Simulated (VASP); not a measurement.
The system is Al.

```
CELL_PARAMETERS angstrom
0.00000 2.02500 2.02500
2.02500 0.00000 2.02500
2.02500 2.02500 0.00000
ATOMIC_POSITIONS crystal
Al 0.00000 0.00000 0.00000
```

```yaml
Program: VASP 6.6.1
Task: relaxation of cell and atoms
Functional: r2SCAN
Potentials_or_basis: VASP PAW PBE potentials, release 64 (Al)
Cutoff: 550 eV
k_mesh: 9 × 9 × 9
Occupations: methfessel-paxton, width 0.1 eV
Spin: no spin polarisation
```

At the start: pressure -3.3 GPa; volume 16.61 Å³/atom.

Q: How do energy, volume and symmetry change on relaxing?

A: Over 3 steps the energy falls by 7.9 meV/atom and the volume is 15.88 Å³/atom (-4.4 %); space group Fm-3m (No. 225, to 0.1 Å) before and after.

Step by step:
```
step  energy change (eV)  largest force (eV/Å)  pressure (GPa)  volume (Å³)
   1              0.0000                0.0000           -3.31        16.61
   2             -0.0078                0.0000            0.44        15.80
   3             -0.0079                0.0000            0.01        15.88
```

Final structure:
```
CELL_PARAMETERS angstrom
0.00000 1.99496 1.99496
1.99496 0.00000 1.99496
1.99496 1.99496 0.00000
ATOMIC_POSITIONS crystal
Al 0.00000 0.00000 0.00000
```

Caveat: the PAW data sets were made with another functional, which shifts forces and pressure a little.
